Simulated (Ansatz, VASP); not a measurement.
# CsPbCl3 in VASP and in Ansatz

The input INCAR:

```
PREC = Accurate
ENCUT = 520
EDIFF = 1E-6
ISMEAR = 0
SIGMA = 0.05
LREAL = False
LASPH = True
NELM = 60
ALGO = Normal
ISIF = 2
LWAVE = False
LCHARG = False
NBANDS = 30
```

The input KPOINTS:

```
Automatic mesh
0
Gamma
  6 6 6
```

Contents of POSCAR:

```
CsPbCl3
1.0
    5.6815788331      0.6831223817      0.6831223817
    0.6831223817      5.6815788331      0.6831223817
    0.6831223817      0.6831223817      5.6815788331
Cs Pb Cl
1 1 3
Direct
    0.0000000000      0.0000000000      0.0000000000
    0.5000000000      0.5000000000      0.5000000000
    0.0000000000      0.5000000000      0.5000000000
    0.5000000000      0.0000000000      0.5000000000
    0.5000000000      0.5000000000      0.0000000000
```

Input for Ansatz:

```yaml
crystal:
  lattice:
    - [5.6815788331, 0.6831223817, 0.6831223817]
    - [0.6831223817, 5.6815788331, 0.6831223817]
    - [0.6831223817, 0.6831223817, 5.6815788331]
  atoms:
    - { symbol: Cs, position: [0.0, 0.0, 0.0] }
    - { symbol: Pb, position: [0.5, 0.5, 0.5] }
    - { symbol: Cl, position: [0.0, 0.5, 0.5] }
    - { symbol: Cl, position: [0.5, 0.0, 0.5] }
    - { symbol: Cl, position: [0.5, 0.5, 0.0] }
basis:
  ecutwfc: 420
kpoints:
  mp_grid: { grid: [6, 6, 6] }
hamiltonian:
  xc: lda
scf:
  occupations: { method: gaussian, width: 0.05 }
output:
  forces: true
  stress: true
  eigenvalues: true
```

Alike in both runs: task single point; functional LDA; k mesh 6 × 6 × 6; occupations gaussian, width 0.05 eV; no spin polarisation.

```csv
,VASP,Ansatz
version,VASP 6.6.1,Ansatz 0.2.0
potentials or method,"VASP PAW LDA potentials, release 64 (Cs_sv, Pb_d, Cl), cutoff 520 eV","scalar-relativistic, plane waves, PAW"
valence electrons in the cell,44,44
```

```csv
,VASP,Ansatz,Ansatz less VASP
gap on the k mesh at the Fermi level (eV),1.75,1.77,+0.026
least direct gap on the mesh (eV),1.75,1.77,+0.026
pressure (GPa),-1.7,-1.7,-0.01
"traceless stress, the component that is largest in VASP (GPa)",-1.46,-1.46,+0.003
```

LDA's correlation is that of Perdew and Zunger in VASP and of Perdew and Wang (1992) in Ansatz.

Neither program's run includes spin-orbit coupling.
